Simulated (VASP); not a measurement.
# MgSi6C6 (P1) in VASP: notebook, part 2 of 2

VASP 6.6.1. Earlier steps stand in the parts before.

## 3. Single point, PBE

This run uses another cell than the first one, of 15.78 Å³/atom.

The input, INCAR:

```
SYSTEM = MgSi6C6
  ALGO = Normal
  EDIFF = 1E-6
  ENCUT = 520
  GGA = PE
  ISIF = 2
  ISMEAR = 0
  LASPH = .TRUE.
  LCHARG = .FALSE.
  LREAL = .FALSE.
  LWAVE = .FALSE.
  NBANDS = 37
  NELM = 60
  PREC = Accurate
  SIGMA = 0.1
```

The input, KPOINTS:

```
k-points
0
G
  4 4 2
  0 0 0
```

The input, POSCAR:

```
MgSi6C6
1.0
    6.0263506343     -0.0361614643      0.3393278367
   -1.9122868751      4.7630532216     -0.0562771317
    0.5165500154      0.0792433854      7.1925741662
Mg Si C
1 6 6
Direct
    0.2731272317      0.3048564063      0.7906558234
    0.6936650479      0.0926025314      0.5870229195
    0.6254192972      0.0755598249      0.9163335027
    0.3136520692      0.9468177598      0.4958969758
    0.9316447344      0.4091431488      0.0589057009
    0.7148860402      0.7143083126      0.7467526016
    0.2027964289      0.0860522006      0.2279170231
    0.2925591208      0.9781179427     -0.0047003587
    0.9700320336      0.3679105677      0.4604499676
    0.1191320748      0.7260514054      0.9167948817
    0.1085257321      0.5843465692      0.5621005610
    1.0472025709      0.7372579962      0.7255523672
    0.0406576181      0.3102753343      0.2663180342
```

Potentials or basis: VASP PAW PBE potentials, release 64 (Mg, Si, C).

Launch:

```sh
> cat potpaw_PBE.64/Mg/POTCAR potpaw_PBE.64/Si/POTCAR potpaw_PBE.64/C/POTCAR > POTCAR
> mpirun -np 1 vasp_std > vasp.out
```

OUTCAR:

```text
SYSTEM = MgSi6C6
   EDIFF = 1E-6
   ENCUT = 520
   GGA = PE
   ISIF = 2
   ISMEAR = 0
   LASPH = .TRUE.
   LREAL = .FALSE.
   NELM = 60
   PREC = Accurate

 ion  position               nearest neighbor table
   1  0.273  0.305  0.791-   8 2.31   6 2.69  11 2.72  10 2.75  12 2.77   4 2.82   5 2.84   3 3.03
                             2 3.29   7 3.30
   2  0.694  0.093  0.587-   9 1.87   4 2.30   6 2.34   3 2.36   1 3.29
   3  0.625  0.076  0.916-   8 1.89   5 2.32   2 2.36   6 2.39   1 3.03
   4  0.314  0.947  0.496-  11 1.84  12 2.14   2 2.30   7 2.34   1 2.82
   5  0.932  0.409  0.059-  10 1.84  13 1.86   3 2.32   1 2.84   7 3.10
   6  0.715  0.714  0.747-  12 1.95   2 2.34   3 2.39   1 2.69
[... 1033 lines left out ...]
  energy-cutoff  :      520.00
  volume of cell :      205.10
      direct lattice vectors                 reciprocal lattice vectors
     6.026350634 -0.036161464  0.339327837     0.167056525  0.066919958 -0.012734803
    -1.912286875  4.763053222 -0.056277132     0.001399246  0.210482552 -0.002419458
     0.516550015  0.079243385  7.192574166    -0.007870365 -0.001510231  0.139614148

 POSITION                                       TOTAL-FORCE (eV/Angst)
 -----------------------------------------------------------------------------------
      1.47140      1.50482      5.76237         0.003400     -0.003202     -0.004029
      4.30641      0.46250      4.45237         0.013381      0.003134      0.005786
      4.09784      0.40989      6.79877         0.001490      0.000327     -0.000694
      0.33575      4.53770      3.61992        -0.007801      0.000071      0.010080
      4.86245      1.91975      0.71679        -0.002572     -0.008918      0.003435
      3.32793      3.43561      5.57345        -0.009136      0.002893     -0.009982
      1.17530      0.42060      1.70328         0.008777      0.002108      0.009862
      0.40674      4.72712      7.20299         0.009695      0.027658      0.034159
      5.38005      1.75379      3.62027        -0.006500     -0.028934      0.002572
     -0.19692      3.52656      6.59368        -0.008016     -0.034738     -0.008429
     -0.17307      2.82389      4.04689         0.000728      0.024149      0.001151
     -0.75061      3.56739      5.19312        -0.005963      0.022106     -0.004757
     -0.21075      1.49749      1.91185         0.002516     -0.006654     -0.039153
 -----------------------------------------------------------------------------------
    total drift:                               -0.000304      0.000189      0.000385

  FREE ENERGIE OF THE ION-ELECTRON SYSTEM (eV)
  ---------------------------------------------------
  free  energy   TOTEN  =       -81.2551285845 eV

  energy  without entropy=      -81.2497449189  energy(sigma->0) =      -81.25243675
```

stdout:

```text
POSCAR found type information on POSCAR MgSiC
 POSCAR found :  3 types and      13 ions
 scaLAPACK will be used
 LDA part: xc-table for (Slater+PW92), standard interpolation
 POSCAR, INCAR and KPOINTS ok, starting setup
 FFT: planning ... GRIDC
 FFT: planning ... GRID_SOFT
 FFT: planning ... GRID
 WAVECAR not read
 entering main loop
```

It took 94 s on 1 thread of Intel Xeon 6975P-C (Granite Rapids), shared host; peak memory 0.38 GiB.

Results:

| Item | Value |
| --- | --- |
| Free energy | -81.2551 eV |
| Pressure | 0.0 GPa |
| Largest force | 0.045 eV/Å |
| Band gap on the k mesh | zero (bands 25 and 26 overlap by 0.46 eV) |

Forces on the atoms (eV/Å):
```
Mg   0.003 -0.003 -0.004
Si   0.013  0.003  0.006
Si   0.001  0.000 -0.001
Si  -0.008  0.000  0.010
Si  -0.003 -0.009  0.003
Si  -0.009  0.003 -0.010
Si   0.009  0.002  0.010
C    0.010  0.028  0.034
C   -0.006 -0.029  0.003
C   -0.008 -0.035 -0.008
C    0.001  0.024  0.001
C   -0.006  0.022 -0.005
C    0.003 -0.007 -0.039
```

Levels at points of the mesh, in eV from the Fermi level:
| k point | band 21 | band 22 | band 23 | band 24 | band 25 | band 26 | band 27 | band 28 | band 29 | band 30 |
| --- | --- | --- | --- | --- | --- | --- | --- | --- | --- | --- |
| (0.00, 0.00, 0.00) | -2.32 | -2.13 | -1.86 | -1.64 | -1.35 | 0.64 | 0.81 | 0.98 | 1.85 | 1.96 |
| (0.50, 0.00, 0.00) | -2.15 | -2.04 | -1.67 | -1.30 | -0.70 | -0.28 | 0.34 | 0.91 | 1.04 | 2.17 |
| (0.00, 0.50, 0.00) | -2.39 | -1.94 | -1.72 | -0.77 | 0.09 | 0.28 | 0.67 | 1.39 | 1.72 | 2.40 |
| (0.50, 0.50, 0.00) | -2.47 | -1.68 | -1.42 | -1.20 | -0.43 | 0.59 | 1.24 | 1.45 | 1.55 | 2.18 |
| (0.00, 0.00, 0.50) | -2.53 | -2.40 | -1.71 | -1.33 | -1.13 | 0.28 | 0.67 | 1.44 | 1.75 | 2.17 |
| (0.50, 0.00, 0.50) | -2.50 | -2.06 | -1.42 | -1.15 | -1.14 | 0.22 | 0.37 | 0.71 | 1.45 | 1.97 |
| (0.00, 0.50, 0.50) | -2.06 | -1.77 | -1.37 | -0.81 | 0.18 | 0.41 | 0.61 | 0.92 | 1.65 | 2.28 |
| (0.50, 0.50, 0.50) | -2.54 | -2.02 | -1.43 | -1.18 | -0.38 | 0.87 | 1.32 | 1.63 | 1.81 | 1.94 |

Caveat: the k points lie up to 0.44 Å⁻¹ apart.

## 4. Single point, PBE

This run uses another cell than the first one, of 15.92 Å³/atom.

The input, INCAR:

```
SYSTEM = MgSi6C6
ALGO = Normal
EDIFF = 1E-7
ENCUT = 520
GGA = PE
ISIF = 2
ISMEAR = 0
LASPH = .TRUE.
LCHARG = .FALSE.
LREAL = .FALSE.
LWAVE = .FALSE.
NBANDS = 37
NELM = 60
PREC = Accurate
SIGMA = 0.1
```

The input, KPOINTS:

```
k-points
0
G
  4 4 4
  0 0 0
```

The input, POSCAR:

```
MgSi6C6
1.0
    5.2122093934      0.0285352391      0.0103382920
    2.3487510882      5.5887149286      0.0001517866
    0.2203005332      0.9060527813      7.1205788292
Mg Si C
1 6 6
Direct
    0.7026488647      0.2766471184      0.7919130908
    0.9113637341      0.6958679574      0.5863799354
    0.9279265773      0.6231728328      0.9166174520
    0.0483115210      0.3142100265      0.4964736953
    0.5978068151      0.9381563140      0.0545954178
    0.2847524416      0.7122424804      0.7455364703
    0.9075998847      0.2059710759      0.2292799810
    0.0235147958      0.2908550645      0.9974607491
    0.6309744637      0.9710257924      0.4606227834
    0.2740145046      0.1150932265      0.9185219640
    0.4073063702      0.1027287179      0.5599654699
    0.2605983381      0.0438406891      0.7265588222
    0.6898816890      0.0434887041      0.2660741689
```

Launch:

```sh
> cat potpaw_PBE.64/Mg/POTCAR potpaw_PBE.64/Si/POTCAR potpaw_PBE.64/C/POTCAR > POTCAR
> mpirun -np 1 vasp_std > vasp.out
```

It took 3.1 min on 1 thread of Intel Xeon 6975P-C (Granite Rapids), shared host; peak memory 0.43 GiB.

Results (log left out):

| Property | Result |
| --- | --- |
| Free energy | -81.2483 eV |
| Pressure | 0.0 GPa |
| Largest force | 0.045 eV/Å |
| Band gap on the k mesh | zero (bands 25 and 26 overlap by 0.28 eV) |

Forces in eV/Å, atoms in the order of the input:
```
Mg   0.004  0.003 -0.006
Si  -0.006 -0.009  0.001
Si   0.005  0.019 -0.023
Si  -0.009  0.000 -0.004
Si   0.010  0.000  0.006
Si  -0.014  0.001  0.017
Si   0.026  0.004  0.000
C   -0.016  0.006  0.027
C    0.035 -0.015  0.008
C   -0.001 -0.020 -0.009
C    0.003  0.010  0.008
C   -0.015  0.015  0.010
C   -0.021 -0.013 -0.037
```

Stress tensor (GPa, compression positive):
```
 0.10 -0.02 -0.02
-0.02 -0.07 -0.02
-0.02 -0.02  0.01
```

Levels at points of the mesh, in eV from the Fermi level:
```csv
k point,band 23,band 24,band 25,band 26,band 27,band 28
"(0.00, 0.00, 0.00)",-1.86,-1.61,-1.29,0.71,0.77,1.21
"(0.50, 0.00, 0.00)",-1.76,-0.86,0.05,0.19,0.66,1.32
"(0.00, 0.50, 0.00)",-1.66,-1.33,-0.69,-0.18,0.36,0.88
"(0.50, 0.50, 0.00)",-1.41,-1.25,-0.41,0.57,1.17,1.45
"(0.00, 0.00, 0.50)",-1.73,-1.27,-1.15,0.31,0.78,1.57
"(0.50, 0.00, 0.50)",-1.34,-0.89,0.10,0.37,0.52,0.89
"(0.00, 0.50, 0.50)",-1.41,-1.22,-1.07,0.22,0.40,0.63
"(0.50, 0.50, 0.50)",-1.51,-1.20,-0.24,0.75,1.30,1.59
```

## 5. Summary

```csv
cell,k mesh,gap on the mesh (eV),pressure (GPa),largest force (eV/Å)
"a = 5.056, b = 5.056, c = 7.697 Å, angles 90.0, 90.0, 108.2°, 13 atoms, atomic positions A",4 × 4 × 2,none,42.1,16.75
"a = 6.036, b = 5.133, c = 7.212 Å, angles 91.6, 82.7, 112.2°, 13 atoms, atomic positions B",4 × 4 × 2,none,0.0,0.05
"a = 5.212, b = 6.062, c = 7.181 Å, angles 82.6, 88.1, 66.9°, 13 atoms, atomic positions C",4 × 4 × 4,none,0.0,0.04
```

Alike in all rows: task single point; level PBE; potentials or basis VASP PAW PBE potentials, release 64 (Mg, Si, C); no spin polarisation; cutoff (eV) 520; smearing gaussian 0.1 eV.

Caveats: some runs use coarse meshes; forces of over 1 eV/Å act on the atoms, so gaps and moduli don't describe the material at rest (at least some runs).

Total energies depend on the potentials used, so only differences within one code and one set of settings carry meaning.
